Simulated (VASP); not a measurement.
Wanted: the native input for a VASP 6.6.1 run.

```yaml
Task: single point
Functional: PBE
Potentials_or_basis: VASP PAW PBE potentials, release 64 (Li_sv, Ge_d, N)
Cutoff: 520 eV
k_mesh: 9 × 9 × 2
Occupations: gaussian, width 0.01 eV
Spin: no spin polarisation
Dipole_correction: no
Further_INCAR_settings: ALGO = Normal; EDIFF = 1e-06; NBANDS = 31
```

The structure of LiGeN lies in POSCAR:

```
LiGeN
1.0
    3.0153704796      0.0000000000      0.0000000000
   -1.5076852398      2.6113874372      0.0000000000
    0.0000000000      0.0000000000      9.4299273952
Li Ge N
2 2 2
Direct
    0.6666666667      0.3333333333      0.7416379770
    0.3333333333      0.6666666667      0.2416379770
    0.0000000000      0.0000000000      0.4985953034
    0.0000000000      0.0000000000      0.9985953034
    0.3333333333      0.6666666667      0.6044047196
    0.6666666667      0.3333333333      0.1044047196
```

These files were run (other wordings do the same):

INCAR

```
SYSTEM = LiGeN
PREC = Accurate
ENCUT = 520
EDIFF = 1E-6
ISMEAR = 0
SIGMA = 0.01
LREAL = .FALSE.
LASPH = .TRUE.
NELM = 80
ALGO = Normal
ISIF = 2
LWAVE = .FALSE.
LCHARG = .FALSE.
GGA = PE
NBANDS = 31
```

KPOINTS

```
Automatic mesh
0
G
  9 9 2
  0 0 0
```

Potentials or basis: VASP PAW PBE potentials, release 64 (Li_sv, Ge_d, N).

Command:

```sh
$ cat potpaw_PBE.64/Li_sv/POTCAR potpaw_PBE.64/Ge_d/POTCAR potpaw_PBE.64/N/POTCAR > POTCAR
$ mpirun -np 1 vasp_std > vasp.out
```

It gave:

```yaml
Largest_force: 0.021 eV/Å
Band_gap_on_the_k_mesh: 1.63 eV (least direct gap 2.41 eV)
```

Wall time 27 s on 1 thread of Intel(R) Xeon(R) 6975P-C (Granite Rapids) (shared host), peak memory 0.21 GiB.
